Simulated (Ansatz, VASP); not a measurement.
# PtSe2 in VASP and in Ansatz

File POSCAR:

```
PtSe2
1.0
    3.7240000000      0.0000000000      0.0000000000
   -1.8620000000      3.2250786037      0.0000000000
    0.0000000000      0.0000000000      5.0620000000
Pt Se
1 2
Direct
    0.0000000000      0.0000000000      0.0000000000
    0.6666666667      0.3333333333      0.7500000000
    0.3333333333      0.6666666667      0.2500000000
```

The input INCAR.step1:

```
  ALGO = Normal
  EDIFF = 1E-5
  ENCUT = 520
  GGA = PE
  ISIF = 2
  ISMEAR = -1
  LASPH = True
  LCHARG = False
  LREAL = False
  LWAVE = True
  NBANDS = 18
  NELM = 60
  PREC = Accurate
  SIGMA = 0.05
```

Contents of INCAR.step2:

```
  AEXX = 0.25
  ALGO = Normal
  EDIFF = 1E-6
  ENCUT = 520
  GGA = PS
  HFSCREEN = 0.207
  ISIF = 2
  ISMEAR = -1
  ISTART = 1
  LASPH = True
  LCHARG = False
  LHFCALC = True
  LREAL = False
  LWAVE = False
  NBANDS = 18
  NELM = 60
  PREC = Accurate
  PRECFOCK = Normal
  SIGMA = 0.05
```

Contents of KPOINTS:

```
k-points
0
Gamma
  4 4 3
```

Contents of input.yaml:

```yaml
crystal:
  lattice:
    - [3.724, 0.0, 0.0]
    - [-1.862, 3.2250786037, 0.0]
    - [0.0, 0.0, 5.062]
  atoms:
    - { symbol: Pt, position: [0.0, 0.0, 0.0] }
    - { symbol: Se, position: [0.6666666667, 0.3333333333, 0.75] }
    - { symbol: Se, position: [0.3333333333, 0.6666666667, 0.25] }
hamiltonian:
  xc:
    exchange: hjs_pbesol
    correlation: pbesol
    exx: { coeff: 0.25, omega: 0.207 }
  pseudopotentials: { kind: paw }
kpoints:
  mp_grid: { grid: [4, 4, 3] }
  band_path:
    path:
      - [[0.0, 0.0, 0.0], [0.5, 0.0, 0.0], [0.3333333333, 0.3333333333, 0.0], [0.0, 0.0, 0.0], [0.0, 0.0, 0.5], [0.5, 0.0, 0.5], [0.3333333333, 0.3333333333, 0.5], [0.0, 0.0, 0.5]]
      - [[0.5, 0.0, 0.5], [0.5, 0.0, 0.0]]
      - [[0.3333333333, 0.3333333333, 0.0], [0.3333333333, 0.3333333333, 0.5]]
    npoints: 4
scf:
  occupations: { method: fermi_dirac, width: 0.05 }
  n_extra_bands: 7
output:
  forces: true
  stress: true
  eigenvalues: true
  fatbands: false
```

Alike in both runs: functional PBEsol-based screened hybrid with a share of 0.25 of exact exchange and HFSCREEN = 0.207; k mesh 4 × 4 × 3; occupations fermi-dirac, width 0.05 eV; no spin polarisation.

|  | VASP | Ansatz |
| --- | --- | --- |
| version | VASP 6.6.1 | Ansatz 0.2.0 |
| potentials or method | VASP PAW PBE potentials, release 64 (Pt, Se) | Ansatz PAW |
| plane-wave cutoff (eV) | 520 | 420 |
| valence electrons in the cell | 22 | 50 |
| task | single point | band structure |

Ansatz gave:

```
gap on the k mesh at the Fermi level (eV)                     : none
pressure (GPa)                                                : -0.7
traceless stress, the component that is largest in VASP (GPa) : -0.50
rms of the force components (eV/Å)                            : 0.038
```

Question: Estimate VASP's values.

Answer: gap on the k mesh at the Fermi level (eV): none; pressure (GPa): -0.9; traceless stress, the component that is largest in VASP (GPa): -0.46; rms of the force components (eV/Å): 0.038.

VASP's potentials were made for PBE, not for PBEsol-based screened hybrid. Atom by atom the forces differ by 0.000 eV/Å (rms over components). A gap of «none» marks a metal or a gap that the smearing closes. The functional is the same, so the differences come from potentials, cutoffs and numerics. VASP's potentials hold 22 valence electrons a cell and Ansatz's 50, so a difference there can come from the potentials and not from the codes.

The k mesh is coarse, so the values compare programs but aren't converged. Neither program's run includes spin-orbit coupling.
